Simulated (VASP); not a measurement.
# CoSi2 (Fm-3m) in VASP: further runs, part 2 of 3

VASP 6.6.1. The steps go on from the part before.

### 3 Single point, PBE

This run uses another cell than the first one, of 12.83 Å³/atom.

Contents of INCAR:

```
SYSTEM = CoSi2
PREC = Accurate
ENCUT = 520
EDIFF = 1E-7
ISMEAR = 0
SIGMA = 0.1
LREAL = .FALSE.
LASPH = .TRUE.
NELM = 100
ALGO = Normal
ISIF = 2
LWAVE = .FALSE.
LCHARG = .FALSE.
GGA = PE
NBANDS = 16
```

Contents of KPOINTS:

```
regular mesh
0
G
  14 14 14
  0 0 0
```

Contents of POSCAR:

```
CoSi2
1.0
    0.0000000000      2.6799390440      2.6799390440
    2.6799390440      0.0000000000      2.6799390440
    2.6799390440      2.6799390440      0.0000000000
Co Si
1 2
Direct
    0.0000000000      0.0000000000      0.0000000000
    0.2500000000      0.2500000000      0.2500000000
    0.7500000000      0.7500000000      0.7500000000
```

Potentials or basis: VASP PAW PBE potentials, release 64 (Co, Si).

Run with:

```console
> cat potpaw_PBE.64/Co/POTCAR potpaw_PBE.64/Si/POTCAR > POTCAR
> mpirun -np 1 vasp_std > vasp.out
```

OUTCAR:

```text
SYSTEM = CoSi2
   PREC = Accurate
   ENCUT = 520
   EDIFF = 1E-7
   ISMEAR = 0
   LREAL = .FALSE.
   LASPH = .TRUE.
   NELM = 100
   ISIF = 2
   GGA = PE

 ion  position               nearest neighbor table
   1  0.000  0.000  0.000-   3 2.32   3 2.32   3 2.32   2 2.32   3 2.32   2 2.32   2 2.32   2 2.32

   2  0.250  0.250  0.250-   1 2.32   1 2.32   1 2.32   1 2.32   3 2.68   3 2.68   3 2.68   3 2.68
                             3 2.68   3 2.68
   3  0.750  0.750  0.750-   1 2.32   1 2.32   1 2.32   1 2.32   2 2.68   2 2.68   2 2.68   2 2.68
                             2 2.68   2 2.68

  LATTYP: Found a face centered cubic cell.
 ALAT       =     5.3598780880

  Lattice vectors:

 A1 = (   0.0000000000,   2.6799390440,   2.6799390440)
 A2 = (   2.6799390440,   0.0000000000,   2.6799390440)
 A3 = (   2.6799390440,   2.6799390440,   0.0000000000)

Analysis of symmetry for initial positions (statically):
=====================================================================
 Subroutine PRICEL returns:
 Original cell was already a primitive cell.

 Routine SETGRP: Setting up the symmetry group for a
 face centered cubic supercell.

 Subroutine GETGRP returns: Found 48 space group operations
 (whereof 48 operations were pure point group operations)
 out of a pool of 48 trial point group operations.

The static configuration has the point symmetry O_h .

Analysis of symmetry for dynamics (positions and initial velocities):
=====================================================================
 Subroutine PRICEL returns:
 Original cell was already a primitive cell.

 Routine SETGRP: Setting up the symmetry group for a
 face centered cubic supercell.

 Subroutine GETGRP returns: Found 48 space group operations
 (whereof 48 operations were pure point group operations)
 out of a pool of 48 trial point group operations.

The dynamic configuration has the point symmetry O_h .

 Subroutine INISYM returns: Found 48 space group operations
 (whereof 48 operations are pure point group operations),
 and found     1 'primitive' translations

----------------------------------------------------------------------------------------

                                     Primitive cell

  volume of cell :      38.4950

  direct lattice vectors                    reciprocal lattice vectors
     0.000000000  2.679939044  2.679939044    -0.186571408  0.186571408  0.186571408
     2.679939044  0.000000000  2.679939044     0.186571408 -0.186571408  0.186571408
     2.679939044  2.679939044  0.000000000     0.186571408  0.186571408 -0.186571408

  length of vectors
     3.790006142  3.790006142  3.790006142     0.323151157  0.323151157  0.323151157

  position of ions in fractional coordinates (direct lattice)
     0.000000000  0.000000000  0.000000000
     0.250000000  0.250000000  0.250000000
     0.750000000  0.750000000  0.750000000

  ion indices of the primitive-cell ions
   primitive index   ion index
                 1           1
                 2           2
                 3           3

----------------------------------------------------------------------------------------

 KPOINTS: regular mesh

Automatic generation of k-mesh.
 Grid dimensions read from file:
 generate k-points for:   14   14   14

 Generating k-lattice:

  Cartesian coordinates                     Fractional coordinates (reciprocal lattice)
    -0.013326529  0.013326529  0.013326529     0.071428571  0.000000000  0.000000000
     0.013326529 -0.013326529  0.013326529     0.000000000  0.071428571  0.000000000
     0.013326529  0.013326529 -0.013326529     0.000000000  0.000000000  0.071428571

  Length of vectors
     0.023082226  0.023082226  0.023082226

  Shift w.r.t. Gamma in fractional coordinates (k-lattice)
     0.000000000  0.000000000  0.000000000

 Subroutine IBZKPT returns following result:
 ===========================================

 Found    104 irreducible k-points:

 Following reciprocal coordinates:
            Coordinates               Weight
  0.000000  0.000000  0.000000      1.000000
  0.071429  0.000000  0.000000      8.000000
  0.142857  0.000000  0.000000      8.000000
  0.214286  0.000000  0.000000      8.000000
  0.285714  0.000000  0.000000      8.000000
  0.357143  0.000000  0.000000      8.000000
[... 16 lines left out ...]
  0.214286  0.142857  0.000000     24.000000
  0.285714  0.142857  0.000000     24.000000
 [... further k-points ...]
   k-points           NKPTS =    104   k-points in BZ     NKDIM =    104   number of bands    NBANDS=     16
   number of dos      NEDOS =    301   number of ions     NIONS =      3
   total plane-waves  NPLWV =  21952
   dimension x,y,z NGX =    28 NGY =   28 NGZ =   28
   dimension x,y,z NGXF=    56 NGYF=   56 NGZF=   56
   ions per type =               1   2
   NGX,Y,Z   is equivalent  to a cutoff of  12.28, 12.28, 12.28 a.u.
   NGXF,Y,Z  is equivalent  to a cutoff of  24.56, 24.56, 24.56 a.u.
 SYSTEM =  CoSi2
   PREC   = accura    normal or accurate (medium, high low for compatibility)
   ISTART =      0    job   : 0-new  1-cont  2-samecut
   ICHARG =      2    charge: 1-file 2-atom 10-const
   ISPIN  =      1    spin polarized calculation?
   LNONCOLLINEAR =      F non collinear calculations
   LSORBIT =      F    spin-orbit coupling
   LASPH  =      T    aspherical Exc in radial PAW
   ENCUT  =  520.0 eV  38.22 Ry    6.18 a.u.   7.05  7.05  7.05*2*pi/ulx,y,z
   NELM   =    100;   NELMIN=  2; NELMDL= -5     # of ELM steps
   EDIFF  = 0.1E-06   stopping-criterion for ELM
   LREAL  =      F    real-space projection
   EDIFFG = 0.1E-05   stopping-criterion for IOM
   NSW    =      0    number of steps for IOM
   IBRION =     -1    ionic relax: 0-MD 1-quasi-New 2-CG
   NFREE  =      0    steps in history (QN), initial steepest desc. (CG)
   ISIF   =      2    stress and relaxation
   ISYM   =      2    0-nonsym 1-usesym 2-fastsym
   POTIM  = 0.5000    time-step for ionic-motion
   TEBEG  =    0.0;   TEEND  =   0.0 temperature during run
   PSTRESS=    0.0 pullay stress
   NELECT =      17.0000    total number of electrons
   NUPDOWN=      -1.0000    fix difference up-down
   EMIN   =  10.00;   EMAX   =-10.00  energy-range for DOS
   EFERMI =   0.00;   METHOD = LEGACY
   ISMEAR =     0;   SIGMA  =   0.10  broadening in eV -4-tet -1-fermi 0-gaus
   EFERMI_NEDOS =   21; number of points for ismear=-14 and -15
   IALGO  =     38    algorithm
   IMIX   =      4    mixing-type and parameters
     AMIX     =   0.40;   BMIX     =  1.00
     AMIX_MAG =   1.60;   BMIX_MAG =  1.00
  volume/ion in A,a.u.               =      12.83        86.59
  Fermi-wavevector in a.u.,A,eV,Ry     =   1.246684  2.355890 21.146445  1.554220
  Thomas-Fermi vector in A             =   2.380850
   LORBIT       =      0    0 simple, 1 ext, 2 COOP (PROOUT), +10 PAW based schemes
   GGA     = PE    functional components
   LHFCALC =     F    Hartree Fock is set to
   AEXX    =    0.0000 exact exchange contribution
   IVDW    =     0    specifies the selected vdW correction
   LEPSILON=     F    determine dielectric tensor
   LRPA    =     F    only Hartree local field effects (RPA)
 non-spin polarized calculation
 Gauss-broadening in eV      SIGMA  =   0.10
  energy-cutoff  :      520.00
  volume of cell :       38.50
 maximum number of plane-waves:      1056
   NGX = 15   NGY = 15   NGZ = 15

 number of electron      16.9999995 magnetization

 Free energy of the ion-electron system (eV)
  ---------------------------------------------------
  ext. energy  EPLUGINS =         0.00000000
  ---------------------------------------------------
  free energy    TOTEN  =       -19.29741102 eV

  energy without entropy =      -19.29224574  energy(sigma->0) =      -19.29482838

 E-fermi :  10.0753     XC(G=0): -11.7362

 val. band max:       10.0723762244   @ k =   0.4286   0.2143   0.0714
 cond. band min:      10.0930212842   @ k =   0.3571   0.0714   0.0000
 fundamental gap:      0.0206450598
 Fermi energy:        10.0752549156

 k-point     1 :       0.0000    0.0000    0.0000
  band No.  band energies     occupation
      1      -3.0441      2.00000
      2       5.9960      2.00000
      3       5.9960      2.00000
      4       5.9960      2.00000
      5       8.1638      2.00000
      6       8.1638      2.00000
[... 433 lines left out ...]
      3       6.1319      2.00000
      4       6.2074      2.00000
      5       7.3398      2.00000
      6       8.3399      2.00000
[... 8 lines left out ...]
     15      18.3862      0.00000
     16      18.6366      0.00000

 [... further k-points ...]

------------------------ aborting loop because EDIFF is reached ----------------------------------------

  FORCE on cell =-STRESS in cart. coord.  units (eV):
  Direction    XX          YY          ZZ          XY          YZ          ZX
  --------------------------------------------------------------------------------------
  -------------------------------------------------------------------------------------
  Total       -0.0344154     -0.0344154     -0.0344154      0.0000000      0.0000000     -0.0000000
  in kB       -1.4323793     -1.4323793     -1.4323793      0.0000000      0.0000000     -0.0000000
  external PRESSURE =      -1.4323793 kB  Pullay stress =       0.0000000 kB

 VOLUME and BASIS-vectors are now :
 -----------------------------------------------------------------------------
  energy-cutoff  :      520.00
  volume of cell :       38.50
      direct lattice vectors                 reciprocal lattice vectors
     0.000000000  2.679939044  2.679939044    -0.186571408  0.186571408  0.186571408
     2.679939044  0.000000000  2.679939044     0.186571408 -0.186571408  0.186571408
     2.679939044  2.679939044  0.000000000     0.186571408  0.186571408 -0.186571408

 POSITION                                       TOTAL-FORCE (eV/Angst)
 -----------------------------------------------------------------------------------
      0.00000      0.00000      0.00000        -0.000000     -0.000000     -0.000000
      1.33997      1.33997      1.33997         0.000000      0.000000      0.000000
      4.01991      4.01991      4.01991        -0.000000     -0.000000     -0.000000
 -----------------------------------------------------------------------------------
    total drift:                               -0.000000     -0.000000      0.000000

  FREE ENERGIE OF THE ION-ELECTRON SYSTEM (eV)
  ---------------------------------------------------
  free  energy   TOTEN  =       -19.2974110199 eV

  energy  without entropy=      -19.2922457432  energy(sigma->0) =      -19.29482838
```

OSZICAR:

```text
N       E                     dE             d eps       ncg     rms          rms(c)
DAV:   1     0.593261310676E+02    0.59326E+02   -0.68250E+03  3352   0.101E+03
DAV:   2    -0.176751023989E+02   -0.77001E+02   -0.69071E+02  3752   0.202E+02
DAV:   3    -0.206621089239E+02   -0.29870E+01   -0.29290E+01  4368   0.436E+01
DAV:   4    -0.207143349167E+02   -0.52226E-01   -0.52181E-01  3968   0.555E+00
DAV:   5    -0.207158886008E+02   -0.15537E-02   -0.15536E-02  4360   0.969E-01    0.143E+01
DAV:   6    -0.244487818361E+02   -0.37329E+01   -0.24909E+01  3568   0.103E+02    0.180E+01
DAV:   7    -0.193244293230E+02    0.51244E+01   -0.11122E+01  4176   0.809E+01    0.318E+00
DAV:   8    -0.193301259057E+02   -0.56966E-02   -0.75841E-01  4000   0.580E+00    0.192E+00
DAV:   9    -0.192974177953E+02    0.32708E-01   -0.89790E-02  3952   0.557E+00    0.492E-01
DAV:  10    -0.192976179414E+02   -0.20015E-03   -0.70022E-03  4656   0.133E+00    0.151E-01
DAV:  11    -0.192973812804E+02    0.23666E-03   -0.93964E-04  4288   0.572E-01    0.326E-02
DAV:  12    -0.192974125144E+02   -0.31234E-04   -0.90274E-05  3872   0.685E-02    0.187E-02
DAV:  13    -0.192974104477E+02    0.20667E-05   -0.77385E-06  4392   0.427E-02    0.788E-03
DAV:  14    -0.192974108306E+02   -0.38287E-06   -0.10408E-06  5080   0.995E-03    0.312E-03
DAV:  15    -0.192974109505E+02   -0.11994E-06   -0.75765E-08  2544   0.512E-03    0.935E-04
DAV:  16    -0.192974110199E+02   -0.69380E-07   -0.34712E-08  2080   0.202E-03
   1 F= -.19297411E+02 E0= -.19294828E+02  d E =-.516528E-02
```

stdout:

```text
POSCAR found type information on POSCAR CoSi
 POSCAR found :  2 types and       3 ions
 scaLAPACK will be used
 LDA part: xc-table for (Slater+PW92), standard interpolation
 POSCAR, INCAR and KPOINTS ok, starting setup
 FFT: planning ... GRIDC
 FFT: planning ... GRID_SOFT
 FFT: planning ... GRID
 WAVECAR not read
 entering main loop
```

Run time: 1.9 min. Hardware: 1 thread of Intel Xeon 8259CL, shared host; peak memory 0.2 GiB.

What came out:

| Property | Result |
| --- | --- |
| Free energy | -19.2974 eV |
| Pressure | -0.1 GPa |
| Band gap on the k mesh | zero (an odd number of electrons rules out a gap without spin polarisation) |

Caveat: the run has no spin polarisation, though such a crystal can be magnetic.

(Part 2 of 3 ends here.)

The gap in the log of VASP goes by the Fermi energy; the results here count the filled bands.